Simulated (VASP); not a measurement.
Set up this calculation in VASP 6.6.1, as the native input.

```
Task                   : electric field gradients
Functional             : PBE
Potentials or basis    : VASP PAW PBE potentials, release 64 (Re)
Cutoff                 : 520 eV
k mesh                 : 14 × 14 × 8
Occupations            : fermi-dirac, width 0.05 eV
Spin                   : no spin polarisation
Dipole correction      : no
Further INCAR settings : ALGO = Normal; EDIFF = 1e-08; NBANDS = 14
```

The structure of Re lies in POSCAR:

```
Re
1.0
    2.5854314113      0.0000000000      0.0000000000
   -1.2927157057      2.2390492819      0.0000000000
    0.0000000000      0.0000000000      4.1340662724
Re
2
Direct
    0.3333333333      0.6666666667      0.2500000000
    0.6666666667      0.3333333333      0.7500000000
```

This cell differs from its parent crystal: volume scaled by 0.98.

The input as run:

INCAR

```
PREC = Accurate ; ENCUT = 520
EDIFF = 1E-8 ; ISMEAR = -1
SIGMA = 0.05 ; LREAL = F
LASPH = T ; NELM = 60
ALGO = Normal ; ISIF = 2
LWAVE = F ; LCHARG = F
GGA = PE ; LEFG = T
NBANDS = 14
```

KPOINTS

```
Automatic mesh
0
Gamma
  14 14 8
```

Potentials or basis: VASP PAW PBE potentials, release 64 (Re).

Launch:

```bash
$ cat potpaw_PBE.64/Re/POTCAR > POTCAR
$ mpirun -np 1 vasp_std > vasp.out
```

It gave:

* Pressure: 134.3 GPa
* Band gap on the k mesh: zero (band 7 reaches 12.64 eV, above the bottom of band 8 at 8.21 eV)

Caveat: without QUAD_EFG the Cq values of the log hold for a quadrupole moment of 1 mb, not for the nuclei; spin-orbit coupling is left out, which moves the levels of the heavy elements.

Run time: 32 s on 1 thread of Intel(R) Xeon(R) Platinum 8259CL CPU @ 2.50GHz (Skylake/Cascade Lake), with other jobs on the host, peak memory 0.16 GiB.
